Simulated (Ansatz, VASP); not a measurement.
## One calculation of KTaO3, two programs

File POSCAR:

```
KTaO3
1.0
    3.9498238557      0.0000000000      0.0000000000
    0.0000000000      3.9498238557      0.0000000000
    0.0000000000      0.0000000000      3.9498238557
K Ta O
1 1 3
Direct
    0.5000000000      0.5000000000      0.5000000000
    0.0000000000      0.0000000000      0.0000000000
    0.5000000000      0.0000000000      0.0000000000
    0.0000000000      0.5000000000      0.0000000000
    0.0000000000      0.0000000000      0.5000000000
```

File INCAR.step1:

```
SYSTEM = KTaO3
PREC = Accurate ; ENCUT = 660
ISMEAR = 0 ; SIGMA = 0.01
LREAL = .False. ; LASPH = .True.
NELM = 120 ; NBANDS = 28
GGA = PE ; ALGO = Normal
EDIFF = 1E-5 ; LWAVE = .True.
LCHARG = .False. ; GGA_COMPAT = .False.
```

The input INCAR.step2:

```
SYSTEM = KTaO3
PREC = Accurate ; ENCUT = 660
EDIFF = 1E-6 ; ISMEAR = 0
SIGMA = 0.01 ; LREAL = .False.
LASPH = .True. ; NELM = 120
ALGO = Normal ; ISIF = 2
LWAVE = .False. ; LCHARG = .False.
METAGGA = R2SCAN ; LMIXTAU = .True.
NBANDS = 28 ; ISTART = 1
GGA_COMPAT = .False.
```

Contents of KPOINTS:

```
regular mesh
0
Gamma
  6 6 6
  0 0 0
```

Input for Ansatz:

```yaml
crystal:
  lattice:
    - [3.9498238557, 0.0, 0.0]
    - [0.0, 3.9498238557, 0.0]
    - [0.0, 0.0, 3.9498238557]
  atoms:
    - { symbol: K, position: [0.5, 0.5, 0.5] }
    - { symbol: Ta, position: [0.0, 0.0, 0.0] }
    - { symbol: O, position: [0.5, 0.0, 0.0] }
    - { symbol: O, position: [0.0, 0.5, 0.0] }
    - { symbol: O, position: [0.0, 0.0, 0.5] }
kpoints:
  mp_grid: { grid: [6, 6, 6] }
hamiltonian:
  xc: r2scan
scf:
  occupations: { method: fixed }
  n_extra_bands: 5
output:
  forces: true
  stress: true
  eigenvalues: true
```

Alike in both runs: task single point; functional r2SCAN; k mesh 6 × 6 × 6; no spin polarisation.

```csv
,VASP,Ansatz
version,VASP 6.6.1,Ansatz 0.2.0
potentials or method,"VASP PAW PBE potentials, release 64 (K_sv, Ta_sv_GW, O)","plane waves, PAW"
plane-wave cutoff (eV),660,500
occupations,"gaussian, width 0.01 eV",fixed
valence electrons in the cell,40,40
```

```csv
,VASP,Ansatz,Ansatz less VASP
gap on the k mesh at the Fermi level (eV),2.69,2.70,+0.013
pressure (GPa),6.9,6.8,-0.09
```

VASP's potentials were made for PBE, not for r2SCAN.

Neither program's run includes spin-orbit coupling.
